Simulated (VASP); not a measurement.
# Cu (I4/mmm) in VASP: a series of runs

Cu is run at these levels: PBEsol, PBE, r2SCAN; tasks: single point.

All numbers are computed with VASP 6.6.1; they aren't measurements. Logs are shortened: lines on timing, memory, paths and dates and some standing lists are left out, and cuts for length are marked.

**1. The cell of the first run**

The structure is tetragonal, space group I4/mmm (No. 139). The conventional cell has a = 2.890 Å, b = 2.890 Å, c = 2.720 Å, α = 90.00°, β = 90.00°, γ = 90.00°. Cu (site symmetry 4/mmm) has 14 Cu at 2.45 to 2.89 Å within 3.2 Å.

**2. Single point, PBEsol**

Input file INCAR:

```
PREC     = Accurate       # precision mode
ENCUT    = 520            # plane-wave cutoff, eV
EDIFF    = 1E-7           # SCF threshold, eV
ISMEAR   = 0              # smearing method
SIGMA    = 0.1            # smearing width, eV
LREAL    = F              # projectors in reciprocal space
LASPH    = T              # aspherical terms in the spheres
NELM     = 100            # most SCF steps
ALGO     = Fast           # electronic algorithm
ISIF     = 2              # what is computed and relaxed
LWAVE    = F              # write WAVECAR
LCHARG   = F              # write CHGCAR
GGA      = PS             # functional
NBANDS   = 12             # bands
```

Input file KPOINTS:

```
Automatic mesh
0
Gamma
  20 20 20
```

Input file POSCAR:

```
Cu
1.0
   -1.4450981619      1.4450981619      1.3599979151
    1.4450981619     -1.4450981619      1.3599979151
    1.4450981619      1.4450981619     -1.3599979151
Cu
1
Direct
    0.0000000000      0.0000000000      0.0000000000
```

Potentials or basis: VASP PAW PBE potentials, release 64 (Cu).

Started as:

```sh
> cat potpaw_PBE.64/Cu/POTCAR > POTCAR
> mpirun -np 1 vasp_std > vasp.out
```

OUTCAR:

```text
PREC = Accurate
   ENCUT = 520
   EDIFF = 1E-7
   ISMEAR = 0
   LREAL = F
   LASPH = T
   NELM = 100
   ISIF = 2
   GGA = PS

 ion  position               nearest neighbor table
   1  0.000  0.000  0.000-

  LATTYP: Found a body centered tetragonal cell.
 ALAT       =     2.8901963238
 C/A-ratio  =     0.9411110961

  Lattice vectors:

 A1 = (  -1.4450981619,   1.4450981619,   1.3599979151)
 A2 = (   1.4450981619,  -1.4450981619,   1.3599979151)
 A3 = (   1.4450981619,   1.4450981619,  -1.3599979151)

Analysis of symmetry for initial positions (statically):
=====================================================================
 Subroutine PRICEL returns:
 Original cell was already a primitive cell.

 Routine SETGRP: Setting up the symmetry group for a
 body centered tetragonal supercell.

 Subroutine GETGRP returns: Found 16 space group operations
 (whereof 16 operations were pure point group operations)
 out of a pool of 16 trial point group operations.

The static configuration has the point symmetry D_4h.

Analysis of symmetry for dynamics (positions and initial velocities):
=====================================================================
 Subroutine PRICEL returns:
 Original cell was already a primitive cell.

 Routine SETGRP: Setting up the symmetry group for a
 body centered tetragonal supercell.

 Subroutine GETGRP returns: Found 16 space group operations
 (whereof 16 operations were pure point group operations)
 out of a pool of 16 trial point group operations.

The dynamic configuration has the point symmetry D_4h.

 Subroutine INISYM returns: Found 16 space group operations
 (whereof 16 operations are pure point group operations),
 and found     1 'primitive' translations

----------------------------------------------------------------------------------------

                                     Primitive cell

  volume of cell :      11.3604

  direct lattice vectors                    reciprocal lattice vectors
    -1.445098162  1.445098162  1.359997915     0.000000000  0.345997257  0.367647622
     1.445098162 -1.445098162  1.359997915     0.345997257  0.000000000  0.367647622
     1.445098162  1.445098162 -1.359997915     0.345997257  0.345997257  0.000000000

  length of vectors
     2.454834358  2.454834358  2.454834358     0.504855302  0.504855302  0.489314013

  position of ions in fractional coordinates (direct lattice)
     0.000000000  0.000000000  0.000000000

  ion indices of the primitive-cell ions
   primitive index   ion index
                 1           1

----------------------------------------------------------------------------------------

 KPOINTS: Automatic mesh

Automatic generation of k-mesh.
 Grid dimensions read from file:
 generate k-points for:   20   20   20

 Generating k-lattice:

  Cartesian coordinates                     Fractional coordinates (reciprocal lattice)
     0.000000000  0.017299863  0.018382381     0.050000000 -0.000000000  0.000000000
     0.017299863  0.000000000  0.018382381    -0.000000000  0.050000000  0.000000000
     0.017299863  0.017299863  0.000000000     0.000000000  0.000000000  0.050000000

  Length of vectors
     0.025242765  0.025242765  0.024465701

  Shift w.r.t. Gamma in fractional coordinates (k-lattice)
     0.000000000  0.000000000  0.000000000

 Subroutine IBZKPT returns following result:
 ===========================================

 Found    641 irreducible k-points:

 Following reciprocal coordinates:
            Coordinates               Weight
  0.000000  0.000000  0.000000      1.000000
  0.050000  0.000000 -0.000000      8.000000
  0.100000  0.000000  0.000000      8.000000
  0.150000 -0.000000  0.000000      8.000000
  0.200000  0.000000  0.000000      8.000000
  0.250000  0.000000  0.000000      8.000000
[... 16 lines left out ...]
 -0.400000  0.050000  0.000000     16.000000
 -0.350000  0.050000 -0.000000     16.000000
 [... further k-points ...]
   k-points           NKPTS =    641   k-points in BZ     NKDIM =    641   number of bands    NBANDS=     12
   number of dos      NEDOS =    301   number of ions     NIONS =      1
   total plane-waves  NPLWV =   5832
   dimension x,y,z NGX =    18 NGY =   18 NGZ =   18
   dimension x,y,z NGXF=    36 NGYF=   36 NGZF=   36
   ions per type =               1
   NGX,Y,Z   is equivalent  to a cutoff of  12.19, 12.19, 12.19 a.u.
   NGXF,Y,Z  is equivalent  to a cutoff of  24.38, 24.38, 24.38 a.u.
 SYSTEM =  unknown system
   PREC   = accura    normal or accurate (medium, high low for compatibility)
   ISTART =      0    job   : 0-new  1-cont  2-samecut
   ICHARG =      2    charge: 1-file 2-atom 10-const
   ISPIN  =      1    spin polarized calculation?
   LNONCOLLINEAR =      F non collinear calculations
   LSORBIT =      F    spin-orbit coupling
   LASPH  =      T    aspherical Exc in radial PAW
   ENCUT  =  520.0 eV  38.22 Ry    6.18 a.u.   4.56  4.56  4.56*2*pi/ulx,y,z
   NELM   =    100;   NELMIN=  2; NELMDL= -5     # of ELM steps
   EDIFF  = 0.1E-06   stopping-criterion for ELM
   LREAL  =      F    real-space projection
   EDIFFG = 0.1E-05   stopping-criterion for IOM
   NSW    =      0    number of steps for IOM
   IBRION =     -1    ionic relax: 0-MD 1-quasi-New 2-CG
   NFREE  =      0    steps in history (QN), initial steepest desc. (CG)
   ISIF   =      2    stress and relaxation
   ISYM   =      2    0-nonsym 1-usesym 2-fastsym
   POTIM  = 0.5000    time-step for ionic-motion
   TEBEG  =    0.0;   TEEND  =   0.0 temperature during run
   PSTRESS=    0.0 pullay stress
   NELECT =      11.0000    total number of electrons
   NUPDOWN=      -1.0000    fix difference up-down
   EMIN   =  10.00;   EMAX   =-10.00  energy-range for DOS
   EFERMI =   0.00;   METHOD = LEGACY
   ISMEAR =     0;   SIGMA  =   0.10  broadening in eV -4-tet -1-fermi 0-gaus
   EFERMI_NEDOS =   21; number of points for ismear=-14 and -15
   IALGO  =     68    algorithm
   IMIX   =      4    mixing-type and parameters
     AMIX     =   0.40;   BMIX     =  1.00
     AMIX_MAG =   1.60;   BMIX_MAG =  1.00
  volume/ion in A,a.u.               =      11.36        76.66
  Fermi-wavevector in a.u.,A,eV,Ry     =   1.619601  3.060602 35.689550  2.623108
  Thomas-Fermi vector in A             =   2.713676
   LORBIT       =      0    0 simple, 1 ext, 2 COOP (PROOUT), +10 PAW based schemes
   GGA     = PS    functional components
   LHFCALC =     F    Hartree Fock is set to
   AEXX    =    0.0000 exact exchange contribution
   IVDW    =     0    specifies the selected vdW correction
   LEPSILON=     F    determine dielectric tensor
   LRPA    =     F    only Hartree local field effects (RPA)
 non-spin polarized calculation
 RMM-DIIS sequential band-by-band and
 Gauss-broadening in eV      SIGMA  =   0.10
  energy-cutoff  :      520.00
  volume of cell :       11.36
 maximum number of plane-waves:       320
   NGX =  9   NGY =  9   NGZ =  9

 number of electron      11.0000008 magnetization

 Free energy of the ion-electron system (eV)
  ---------------------------------------------------
  ext. energy  EPLUGINS =         0.00000000
  ---------------------------------------------------
  free energy    TOTEN  =        -4.26974074 eV

  energy without entropy =       -4.26754540  energy(sigma->0) =       -4.26864307

 E-fermi :   7.8869     XC(G=0): -13.1373

 val. band max:        7.8824377147   @ k =  -0.1500  -0.4000   0.1500
 cond. band min:       7.8927949075   @ k =   0.5000   0.2000   0.1500
 fundamental gap:      0.0103571928
 Fermi energy:         7.8868902127

 k-point     1 :       0.0000    0.0000    0.0000
  band No.  band energies     occupation
      1      -1.7938      2.00000
      2       4.4967      2.00000
      3       4.7547      2.00000
      4       4.7547      2.00000
      5       5.5838      2.00000
      6       5.8586      2.00000
      7      32.6500      0.00000
      8      32.6500      0.00000
      9      34.3133      0.00000
     10      36.8103      0.00000
     11      36.9670      0.00000
     12      36.9950      0.00000

 k-point     2 :       0.0500    0.0000   -0.0000
  band No.  band energies     occupation
      1      -1.6923      2.00000
      2       4.5061      2.00000
      3       4.7516      2.00000
      4       4.7639      2.00000
      5       5.5854      2.00000
      6       5.8428      2.00000
      7      32.1106      0.00000
      8      32.3703      0.00000
      9      33.4389      0.00000
     10      35.5661      0.00000
     11      35.9137      0.00000
     12      36.3763      0.00000

 k-point     3 :       0.1000    0.0000    0.0000
  band No.  band energies     occupation
      1      -1.3907      2.00000
      2       4.4977      2.00000
      3       4.7380      2.00000
      4       4.8282      2.00000
      5       5.5908      2.00000
      6       5.8038      2.00000
      7      30.2782      0.00000
      8      31.7189      0.00000
      9      31.8581      0.00000
     10      33.9359      0.00000
     11      34.9635      0.00000
     12      36.1764      0.00000
[... 286 lines left out ...]
 k-point    23 :      -0.4000    0.0500    0.0000
  band No.  band energies     occupation
      1       2.3332      2.00000
      2       3.9295      2.00000
      3       5.2199      2.00000
      4       5.7098      2.00000
      5       5.9107      2.00000
      6       6.3825      2.00000
      7      16.2467      0.00000
      8      24.8024      0.00000
      9      26.1808      0.00000
     10      30.2170      0.00000
     11      33.2644      0.00000
     12      42.2377      0.00000

 k-point    24 :      -0.3500    0.0500   -0.0000
  band No.  band energies     occupation
      1       1.7849      2.00000
      2       4.0290      2.00000
      3       4.7664      2.00000
      4       5.6847      2.00000
      5       5.8123      2.00000
      6       6.0427      2.00000
      7      18.5411      0.00000
      8      25.4020      0.00000
      9      27.0109      0.00000
     10      30.5392      0.00000
     11      33.5306      0.00000
     12      40.6095      0.00000

 [... further k-points ...]
[... 5 lines left out ...]
  --------------------------------------------------------------------------------------
  -------------------------------------------------------------------------------------
  Total        0.0832195      0.0832195      0.0805149      0.0000000     -0.0000000      0.0000000
  in kB       11.7366150     11.7366150     11.3551727      0.0000000     -0.0000000      0.0000000
  external PRESSURE =      11.6094676 kB  Pullay stress =       0.0000000 kB

 VOLUME and BASIS-vectors are now :
 -----------------------------------------------------------------------------
  energy-cutoff  :      520.00
  volume of cell :       11.36
      direct lattice vectors                 reciprocal lattice vectors
    -1.445098162  1.445098162  1.359997915     0.000000000  0.345997257  0.367647622
     1.445098162 -1.445098162  1.359997915     0.345997257  0.000000000  0.367647622
     1.445098162  1.445098162 -1.359997915     0.345997257  0.345997257  0.000000000

 POSITION                                       TOTAL-FORCE (eV/Angst)
 -----------------------------------------------------------------------------------
      0.00000      0.00000      0.00000         0.000000     -0.000000     -0.000000
 -----------------------------------------------------------------------------------
    total drift:                                0.000000     -0.000000      0.000000

  FREE ENERGIE OF THE ION-ELECTRON SYSTEM (eV)
  ---------------------------------------------------
  free  energy   TOTEN  =        -4.2697407443 eV

  energy  without entropy=       -4.2675454005  energy(sigma->0) =       -4.26864307
```

It took 35 s on 1 thread of AMD EPYC 9R45 (Zen 5), shared host; peak memory 0.16 GiB.

What came out:

```yaml
Free_energy: -4.2697 eV
Pressure: 1.2 GPa
Band_gap_on_the_k_mesh: zero (an odd number of electrons rules out a gap without spin polarisation)
```

Caveat: the PAW data sets were made with another functional, which shifts forces and pressure a little.

**3. Single point, PBE**

This run uses another cell than the first one, of 12.01 Å³/atom.

Input file INCAR:

```
PREC = Accurate
ENCUT = 520
EDIFF = 1E-6
ISMEAR = 0
SIGMA = 0.1
LREAL = False
LASPH = True
NELM = 80
ALGO = Normal
ISIF = 2
LWAVE = False
LCHARG = True
GGA = PE
LELF = True
LVHAR = True
NBANDS = 12
```

Input file KPOINTS:

```
regular mesh
0
Gamma
  20 20 20
```

Input file POSCAR:

```
Cu
1.0
   -1.4753925494      1.4753925494      1.3794285923
    1.4753925494     -1.4753925494      1.3794285923
    1.4753925494      1.4753925494     -1.3794285923
Cu
1
Direct
    0.0000000000      0.0000000000      0.0000000000
```

Potentials or basis: VASP PAW PBE potentials, release 64 (Cu).

Started as:

```sh
> cat potpaw_PBE.64/Cu/POTCAR > POTCAR
> mpirun -np 1 vasp_std > vasp.out
```

It took 34 s on 1 thread of AMD EPYC 9R45 (Zen 5), shared host; peak memory 0.17 GiB.

Results (log left out):

| Item | Value |
| --- | --- |
| Free energy | -3.6917 eV |
| Pressure | 0.6 GPa |
| Band gap on the k mesh | zero (an odd number of electrons rules out a gap without spin polarisation) |

Levels at points of the mesh, in eV from the Fermi level:
| k point | band 2 | band 3 | band 4 | band 5 | band 6 | band 7 | band 8 | band 9 | band 10 | band 11 |
| --- | --- | --- | --- | --- | --- | --- | --- | --- | --- | --- |
| (0.00, 0.00, 0.00) | -3.21 | -2.95 | -2.95 | -2.22 | -1.95 | 24.12 | 24.12 | 25.98 | 27.91 | 27.91 |
| (0.50, 0.00, 0.00) | -3.84 | -2.10 | -1.84 | -1.35 | -0.35 | 4.52 | 16.75 | 16.82 | 20.66 | 23.48 |
| (0.50, 0.50, 0.00) | -3.52 | -2.30 | -2.03 | -1.38 | -0.86 | 3.80 | 18.58 | 18.71 | 22.29 | 25.04 |
| (0.50, 0.50, 0.50) | -4.50 | -1.54 | -1.54 | -1.47 | 7.32 | 7.32 | 9.87 | 12.83 | 13.43 | 16.36 |

(Continued in part 2 of 2.)
